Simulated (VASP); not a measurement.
Write the native input for VASP 6.6.1 that does the following.

```yaml
Task: relaxation of cell and atoms
Functional: PBE
Potentials_or_basis: VASP PAW PBE potentials, release 64 (Zn, Cu)
Cutoff: 600 eV
k_mesh: 9 × 9 × 1
Occupations: gaussian, width 0.1 eV
Spin: no spin polarisation
Dipole_correction: no
Further_INCAR_settings: ALGO = Fast; EDIFF = 1e-07; IBRION = 2; EDIFFG = -0.04; NSW = 90; ISIF = 3
```

The structure of ZnCu lies in POSCAR:

```
ZnCu
1.0
    2.6458498692      0.0000000000      0.0000000000
   -1.3229249346      2.2913732013      0.0000000000
    0.0000000000      0.0000000000     18.1075709102
Zn Cu
4 4
Direct
    0.3333333333      0.6666666667      0.1741192234
    0.6666666667      0.3333333333      0.6741192234
    0.3333333333      0.6666666667      0.3258807766
    0.6666666667      0.3333333333      0.8258807766
    0.3333333333      0.6666666667      0.5566890197
    0.6666666667      0.3333333333      0.0566890197
    0.3333333333      0.6666666667      0.9433109803
    0.6666666667      0.3333333333      0.4433109803
```

These files were run (other wordings do the same):

INCAR

```
PREC     = Accurate       # precision mode
ENCUT    = 600            # plane-wave cutoff, eV
EDIFF    = 1E-7           # SCF threshold, eV
ISMEAR   = 0              # smearing method
SIGMA    = 0.1            # smearing width, eV
LREAL    = False          # projectors in reciprocal space
LASPH    = True           # aspherical terms in the spheres
NELM     = 100            # most SCF steps
ALGO     = Fast           # electronic algorithm
ISIF     = 3              # what is computed and relaxed
LWAVE    = False          # write WAVECAR
LCHARG   = False          # write CHGCAR
GGA      = PE             # functional
IBRION   = 2              # ionic algorithm
NSW      = 90             # ionic steps
EDIFFG   = -0.04          # ionic threshold
```

KPOINTS

```
Automatic mesh
0
Gamma
  9 9 1
```

Potentials or basis: VASP PAW PBE potentials, release 64 (Zn, Cu).

Launch:

```bash
$ cat potpaw_PBE.64/Zn/POTCAR potpaw_PBE.64/Cu/POTCAR > POTCAR
$ mpirun -np 1 vasp_std > vasp.out
```

It gave:

* Relaxed volume: 13.76 Å³/atom
* Relaxed cell: a = 2.665 Å, b = 2.665 Å, c = 17.904 Å, α = 90.00°, β = 90.00°, γ = 120.00°
* Space group after relaxing (to 0.1 Å): P6_3/mmc (No. 194)
* Energy gained by relaxing: 1.4 meV/atom
* Ionic steps: 5
* Pressure after relaxing: 0.1 GPa
* Largest force after relaxing: 0.016 eV/Å
* Band gap on the k mesh: zero (bands 46 and 47 overlap by 3.41 eV)

Wall time 3.8 min on 1 thread of Intel(R) Xeon(R) 6975P-C (Granite Rapids), with other jobs on the host, peak memory 0.33 GiB.
